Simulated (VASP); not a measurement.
# Sb (Fd-3m) in VASP: a series of runs

The runs below take Sb through single point, with PBEsol.

All numbers are computed with VASP 6.6.1; they aren't measurements. Logs are shortened: lines on timing, memory, paths and dates and some standing lists are left out, and cuts for length are marked.

## (1) The cell of the first run

It takes space group Fd-3m (No. 227, cubic). Conventional cell: a = 6.880 Å, b = 6.880 Å, c = 6.880 Å, α = 90.00°, β = 90.00°, γ = 90.00°. Within 3.9 Å of Sb (site symmetry -43m) lie 4 Sb at 2.98 Å.

## (2) Single point, PBEsol

File INCAR:

```
PREC = Accurate
ENCUT = 520
EDIFF = 1E-6
ISMEAR = -1
SIGMA = 0.1
LREAL = False
LASPH = True
NELM = 60
ALGO = Normal
ISIF = 2
LWAVE = False
LCHARG = True
GGA = PS
LELF = True
LVHAR = True
NBANDS = 12
```

File KPOINTS:

```
regular mesh
0
Gamma
  9 9 9
```

File POSCAR:

```
Sb
1.0
    0.0000000000      3.4398902370      3.4398902370
    3.4398902370      0.0000000000      3.4398902370
    3.4398902370      3.4398902370      0.0000000000
Sb
2
Direct
    0.1250000000      0.1250000000      0.1250000000
    0.8750000000      0.8750000000      0.8750000000
```

Potentials or basis: VASP PAW PBE potentials, release 64 (Sb).

Command:

```sh
cat potpaw_PBE.64/Sb/POTCAR > POTCAR
mpirun -np 1 vasp_std > vasp.out
```

OUTCAR:

```text
PREC = Accurate
   ENCUT = 520
   EDIFF = 1E-6
   ISMEAR = -1
   LREAL = False
   LASPH = True
   NELM = 60
   ISIF = 2
   GGA = PS

 ion  position               nearest neighbor table
   1  0.125  0.125  0.125-   2 2.98   2 2.98   2 2.98   2 2.98
   2  0.875  0.875  0.875-   1 2.98   1 2.98   1 2.98   1 2.98

  LATTYP: Found a face centered cubic cell.
 ALAT       =     6.8797804740

  Lattice vectors:

 A1 = (   0.0000000000,   3.4398902370,   3.4398902370)
 A2 = (   3.4398902370,   0.0000000000,   3.4398902370)
 A3 = (   3.4398902370,   3.4398902370,   0.0000000000)

Analysis of symmetry for initial positions (statically):
=====================================================================
 Subroutine PRICEL returns:
 Original cell was already a primitive cell.

 Routine SETGRP: Setting up the symmetry group for a
 face centered cubic supercell.

 Subroutine GETGRP returns: Found 48 space group operations
 (whereof 12 operations were pure point group operations)
 out of a pool of 48 trial point group operations.

The static configuration has the point symmetry D_3d.
 The point group associated with its full space group is O_h .

Analysis of symmetry for dynamics (positions and initial velocities):
=====================================================================
 Subroutine PRICEL returns:
 Original cell was already a primitive cell.

 Routine SETGRP: Setting up the symmetry group for a
 face centered cubic supercell.

 Subroutine GETGRP returns: Found 48 space group operations
 (whereof 12 operations were pure point group operations)
 out of a pool of 48 trial point group operations.

The dynamic configuration has the point symmetry D_3d.
 The point group associated with its full space group is O_h .

 Subroutine INISYM returns: Found 48 space group operations
 (whereof 12 operations are pure point group operations),
 and found     1 'primitive' translations

----------------------------------------------------------------------------------------

                                     Primitive cell

  volume of cell :      81.4074

  direct lattice vectors                    reciprocal lattice vectors
     0.000000000  3.439890237  3.439890237    -0.145353475  0.145353475  0.145353475
     3.439890237  0.000000000  3.439890237     0.145353475 -0.145353475  0.145353475
     3.439890237  3.439890237  0.000000000     0.145353475  0.145353475 -0.145353475

  length of vectors
     4.864739426  4.864739426  4.864739426     0.251759604  0.251759604  0.251759604

  position of ions in fractional coordinates (direct lattice)
     0.125000000  0.125000000  0.125000000
     0.875000000  0.875000000  0.875000000

  ion indices of the primitive-cell ions
   primitive index   ion index
                 1           1
                 2           2

----------------------------------------------------------------------------------------

 KPOINTS: regular mesh

Automatic generation of k-mesh.
 Grid dimensions read from file:
 generate k-points for:    9    9    9

 Generating k-lattice:

  Cartesian coordinates                     Fractional coordinates (reciprocal lattice)
    -0.016150386  0.016150386  0.016150386     0.111111111  0.000000000  0.000000000
     0.016150386 -0.016150386  0.016150386     0.000000000  0.111111111  0.000000000
     0.016150386  0.016150386 -0.016150386     0.000000000  0.000000000  0.111111111

  Length of vectors
     0.027973289  0.027973289  0.027973289

  Shift w.r.t. Gamma in fractional coordinates (k-lattice)
     0.000000000  0.000000000  0.000000000

 Subroutine IBZKPT returns following result:
 ===========================================

 Found     35 irreducible k-points:

 Following reciprocal coordinates:
            Coordinates               Weight
  0.000000  0.000000  0.000000      1.000000
  0.111111  0.000000  0.000000      8.000000
  0.222222  0.000000  0.000000      8.000000
  0.333333  0.000000  0.000000      8.000000
  0.444444  0.000000  0.000000      8.000000
  0.111111  0.111111  0.000000      6.000000
[... 16 lines left out ...]
 -0.333333  0.333333  0.000000     12.000000
  0.444444  0.444444  0.000000      6.000000
 [... further k-points ...]
   k-points           NKPTS =     35   k-points in BZ     NKDIM =     35   number of bands    NBANDS=     12
   number of dos      NEDOS =    301   number of ions     NIONS =      2
   total plane-waves  NPLWV =  46656
   dimension x,y,z NGX =    36 NGY =   36 NGZ =   36
   dimension x,y,z NGXF=    72 NGYF=   72 NGZF=   72
   ions per type =               2
   NGX,Y,Z   is equivalent  to a cutoff of  12.30, 12.30, 12.30 a.u.
   NGXF,Y,Z  is equivalent  to a cutoff of  24.61, 24.61, 24.61 a.u.
 SYSTEM =  unknown system
   PREC   = accura    normal or accurate (medium, high low for compatibility)
   ISTART =      0    job   : 0-new  1-cont  2-samecut
   ICHARG =      2    charge: 1-file 2-atom 10-const
   ISPIN  =      1    spin polarized calculation?
   LNONCOLLINEAR =      F non collinear calculations
   LSORBIT =      F    spin-orbit coupling
   LASPH  =      T    aspherical Exc in radial PAW
   ENCUT  =  520.0 eV  38.22 Ry    6.18 a.u.   9.05  9.05  9.05*2*pi/ulx,y,z
   NELM   =     60;   NELMIN=  2; NELMDL= -5     # of ELM steps
   EDIFF  = 0.1E-05   stopping-criterion for ELM
   LREAL  =      F    real-space projection
   EDIFFG = 0.1E-04   stopping-criterion for IOM
   NSW    =      0    number of steps for IOM
   IBRION =     -1    ionic relax: 0-MD 1-quasi-New 2-CG
   NFREE  =      0    steps in history (QN), initial steepest desc. (CG)
   ISIF   =      2    stress and relaxation
   ISYM   =      2    0-nonsym 1-usesym 2-fastsym
   POTIM  = 0.5000    time-step for ionic-motion
   TEBEG  =    0.0;   TEEND  =   0.0 temperature during run
   PSTRESS=    0.0 pullay stress
   NELECT =      10.0000    total number of electrons
   NUPDOWN=      -1.0000    fix difference up-down
   EMIN   =  10.00;   EMAX   =-10.00  energy-range for DOS
   EFERMI =   0.00;   METHOD = LEGACY
   ISMEAR =    -1;   SIGMA  =   0.10  broadening in eV -4-tet -1-fermi 0-gaus
   EFERMI_NEDOS =   21; number of points for ismear=-14 and -15
   IALGO  =     38    algorithm
   IMIX   =      4    mixing-type and parameters
     AMIX     =   0.40;   BMIX     =  1.00
     AMIX_MAG =   1.60;   BMIX_MAG =  1.00
  volume/ion in A,a.u.               =      40.70       274.68
  Fermi-wavevector in a.u.,A,eV,Ry     =   0.813805  1.537868  9.010843  0.662278
  Thomas-Fermi vector in A             =   1.923597
   LORBIT       =      0    0 simple, 1 ext, 2 COOP (PROOUT), +10 PAW based schemes
   GGA     = PS    functional components
   LHFCALC =     F    Hartree Fock is set to
   AEXX    =    0.0000 exact exchange contribution
   IVDW    =     0    specifies the selected vdW correction
   LEPSILON=     F    determine dielectric tensor
   LRPA    =     F    only Hartree local field effects (RPA)
 non-spin polarized calculation
  energy-cutoff  :      520.00
  volume of cell :       81.41
 maximum number of plane-waves:      2216
   NGX = 19   NGY = 19   NGZ = 19

 number of electron      10.0000000 magnetization

 number of electron       9.9999999 magnetization

 Free energy of the ion-electron system (eV)
  ---------------------------------------------------
  ext. energy  EPLUGINS =         0.00000000
  ---------------------------------------------------
  free energy    TOTEN  =        -8.34058807 eV

  energy without entropy =       -8.28783417  energy(sigma->0) =       -8.31421112

 E-fermi :   4.1143     XC(G=0):  -8.2174

 val. band max:        4.0991734810   @ k =  -0.4444   0.4444   0.1111
 cond. band min:       4.1145626803   @ k =   0.4444   0.3333   0.0000
 fundamental gap:      0.0153891992
 Fermi energy:         4.1142755122

 k-point     1 :       0.0000    0.0000    0.0000
  band No.  band energies     occupation
      1      -7.5621      2.00000
      2      -1.0335      2.00000
      3       2.3290      2.00000
      4       2.3290      2.00000
      5       2.3290      2.00000
      6       4.6531      0.00909
      7       4.6531      0.00909
      8       4.6531      0.00909
      9       7.9611      0.00000
     10      10.5234      0.00000
     11      10.5234      0.00000
     12      11.6319      0.00000

 k-point     2 :       0.1111    0.0000    0.0000
  band No.  band energies     occupation
      1      -7.4733      2.00000
      2      -1.4379      2.00000
      3       2.1910      2.00000
      4       2.1910      2.00000
      5       2.3606      2.00000
      6       4.8527      0.00124
      7       4.8527      0.00124
      8       4.8894      0.00086
      9       8.4044      0.00000
     10      10.1173      0.00000
     11      10.1173      0.00000
     12      11.2869      0.00000

 k-point     3 :       0.2222    0.0000    0.0000
  band No.  band energies     occupation
      1      -7.2180      2.00000
      2      -2.3170      2.00000
      3       1.9137      2.00000
      4       1.9137      2.00000
      5       2.2416      2.00000
      6       5.2567      0.00002
      7       5.2567      0.00002
      8       5.7126      0.00000
      9       9.2104      0.00000
     10       9.8377      0.00000
     11       9.8377      0.00000
     12      11.0905      0.00000
[... 286 lines left out ...]
 k-point    23 :      -0.3333    0.3333    0.0000
  band No.  band energies     occupation
      1      -5.8862      2.00000
      2      -4.6065      2.00000
      3       0.0198      2.00000
      4       1.0470      2.00000
      5       3.6282      1.98464
      6       6.0268      0.00000
      7       6.9465      0.00000
      8       7.0309      0.00000
      9       8.6534      0.00000
     10      10.1743      0.00000
     11      11.9648      0.00000
     12      13.2881      0.00000

 k-point    24 :       0.4444    0.4444    0.0000
  band No.  band energies     occupation
      1      -5.7382      2.00000
      2      -4.7932      2.00000
      3       0.6543      2.00000
      4       0.6543      2.00000
      5       3.5528      1.99274
      6       3.7228      1.96090
      7       8.3535      0.00000
      8       8.3535      0.00000
      9       9.7182      0.00000
     10      11.0126      0.00000
     11      12.5932      0.00000
     12      12.6208      0.00000

 [... further k-points ...]

------------------------ aborting loop because EDIFF is reached ----------------------------------------

  FORCE on cell =-STRESS in cart. coord.  units (eV):
  Direction    XX          YY          ZZ          XY          YZ          ZX
  --------------------------------------------------------------------------------------
  -------------------------------------------------------------------------------------
  Total        0.0191272      0.0191272      0.0191272     -0.0000000      0.0000000     -0.0000000
  in kB        0.3764420      0.3764420      0.3764420     -0.0000000      0.0000000     -0.0000000
  external PRESSURE =       0.3764420 kB  Pullay stress =       0.0000000 kB

 VOLUME and BASIS-vectors are now :
 -----------------------------------------------------------------------------
  energy-cutoff  :      520.00
  volume of cell :       81.41
      direct lattice vectors                 reciprocal lattice vectors
     0.000000000  3.439890237  3.439890237    -0.145353475  0.145353475  0.145353475
     3.439890237  0.000000000  3.439890237     0.145353475 -0.145353475  0.145353475
     3.439890237  3.439890237  0.000000000     0.145353475  0.145353475 -0.145353475

 POSITION                                       TOTAL-FORCE (eV/Angst)
 -----------------------------------------------------------------------------------
      0.85997      0.85997      0.85997        -0.000000      0.000000     -0.000000
      6.01981      6.01981      6.01981         0.000000     -0.000000      0.000000
 -----------------------------------------------------------------------------------
    total drift:                               -0.000000      0.000000      0.000000

  FREE ENERGIE OF THE ION-ELECTRON SYSTEM (eV)
  ---------------------------------------------------
  free  energy   TOTEN  =        -8.3405880711 eV

  energy  without entropy=       -8.2878341705  energy(sigma->0) =       -8.31421112
```

Wall time 9.6 s (1 thread of Intel Xeon 6975P-C (Granite Rapids), shared host); peak memory 0.2 GiB.

Results:

- Free energy: -8.3406 eV
- Pressure: 0.0 GPa
- Band gap on the k mesh: zero (band 5 reaches 4.64 eV, above the bottom of band 6 at 3.72 eV)

Caveat: the PAW data sets were made with another functional, which shifts forces and pressure a little; spin-orbit coupling is left out, which moves the levels of the heavy elements.

## (3) Single point, PBEsol (volume scaled by 1.04)

File INCAR:

```
SYSTEM = Sb
PREC = Accurate ; ENCUT = 520
EDIFF = 1E-6 ; ISMEAR = -1
SIGMA = 0.1 ; LREAL = .FALSE.
LASPH = .TRUE. ; NELM = 100
ALGO = Normal ; ISIF = 2
LWAVE = .FALSE. ; LCHARG = .TRUE.
GGA = PS ; LELF = .TRUE.
LVHAR = .TRUE. ; NBANDS = 12
```

File KPOINTS:

```
Automatic mesh
0
G
  9 9 9
  0 0 0
```

File POSCAR:

```
Sb
1.0
    0.0000000000      3.4851571417      3.4851571417
    3.4851571417      0.0000000000      3.4851571417
    3.4851571417      3.4851571417      0.0000000000
Sb
2
Direct
    0.1250000000      0.1250000000      0.1250000000
    0.8750000000      0.8750000000      0.8750000000
```

Potentials or basis: VASP PAW PBE potentials, release 64 (Sb).

Command:

```sh
cat potpaw_PBE.64/Sb/POTCAR > POTCAR
mpirun -np 1 vasp_std > vasp.out
```

OUTCAR:

```text
SYSTEM = Sb
   PREC = Accurate
   ENCUT = 520
   EDIFF = 1E-6
   ISMEAR = -1
   LREAL = .FALSE.
   LASPH = .TRUE.
   NELM = 100
   ISIF = 2
   GGA = PS

 ion  position               nearest neighbor table
   1  0.125  0.125  0.125-   2 3.02   2 3.02   2 3.02   2 3.02
   2  0.875  0.875  0.875-   1 3.02   1 3.02   1 3.02   1 3.02

  LATTYP: Found a face centered cubic cell.
 ALAT       =     6.9703142834

  Lattice vectors:

 A1 = (   0.0000000000,   3.4851571417,   3.4851571417)
 A2 = (   3.4851571417,   0.0000000000,   3.4851571417)
 A3 = (   3.4851571417,   3.4851571417,   0.0000000000)

Analysis of symmetry for initial positions (statically):
=====================================================================
 Subroutine PRICEL returns:
 Original cell was already a primitive cell.

 Routine SETGRP: Setting up the symmetry group for a
 face centered cubic supercell.

 Subroutine GETGRP returns: Found 48 space group operations
 (whereof 12 operations were pure point group operations)
 out of a pool of 48 trial point group operations.

The static configuration has the point symmetry D_3d.
[... 176 lines left out ...]
      3       2.0389      2.00000
      4       2.0389      2.00000
      5       2.0389      2.00000
      6       4.3188      0.00724
      7       4.3188      0.00724
      8       4.3188      0.00724
      9       7.6082      0.00000
     10      10.1472      0.00000
     11      10.1472      0.00000
     12      11.2661      0.00000
[... 331 lines left out ...]
 k-point    24 :       0.4444    0.4444    0.0000
  band No.  band energies     occupation
      1      -5.9510      2.00000
      2      -5.0542      2.00000
      3       0.4456      2.00000
      4       0.4456      2.00000
      5       3.2517      1.98731
      6       3.3939      1.94842
      7       7.8233      0.00000
      8       7.8233      0.00000
      9       9.2487      0.00000
     10      10.4920      0.00000
     11      12.1784      0.00000
     12      12.1789      0.00000

 [... further k-points ...]

------------------------ aborting loop because EDIFF is reached ----------------------------------------

  FORCE on cell =-STRESS in cart. coord.  units (eV):
  Direction    XX          YY          ZZ          XY          YZ          ZX
  --------------------------------------------------------------------------------------
  -------------------------------------------------------------------------------------
  Total       -0.6540930     -0.6540930     -0.6540930      0.0000000      0.0000000      0.0000000
  in kB      -12.3780725    -12.3780725    -12.3780725      0.0000000      0.0000000      0.0000000
  external PRESSURE =     -12.3780725 kB  Pullay stress =       0.0000000 kB

 VOLUME and BASIS-vectors are now :
 -----------------------------------------------------------------------------
  energy-cutoff  :      520.00
  volume of cell :       84.66
      direct lattice vectors                 reciprocal lattice vectors
     0.000000000  3.485157142  3.485157142    -0.143465554  0.143465554  0.143465554
     3.485157142  0.000000000  3.485157142     0.143465554 -0.143465554  0.143465554
     3.485157142  3.485157142  0.000000000     0.143465554  0.143465554 -0.143465554

 POSITION                                       TOTAL-FORCE (eV/Angst)
 -----------------------------------------------------------------------------------
      0.87129      0.87129      0.87129         0.000000      0.000000      0.000000
      6.09902      6.09902      6.09902        -0.000000     -0.000000     -0.000000
 -----------------------------------------------------------------------------------
    total drift:                                0.000000     -0.000000     -0.000000

  FREE ENERGIE OF THE ION-ELECTRON SYSTEM (eV)
  ---------------------------------------------------
  free  energy   TOTEN  =        -8.3279900851 eV

  energy  without entropy=       -8.2779111576  energy(sigma->0) =       -8.30295062
```

Run time: 13 s. Hardware: 1 thread of Intel Xeon 6975P-C (Granite Rapids), shared host; peak memory 0.23 GiB.

What came out:

| Property | Result |
| --- | --- |
| Free energy | -8.3280 eV |
| Pressure | -1.2 GPa |
| Band gap on the k mesh | zero (band 5 reaches 4.21 eV, above the bottom of band 6 at 3.39 eV) |

Caveat: the PAW data sets were made with another functional, which shifts forces and pressure a little; spin-orbit coupling is left out, which moves the levels of the heavy elements.

(Continued in part 2 of 2.)
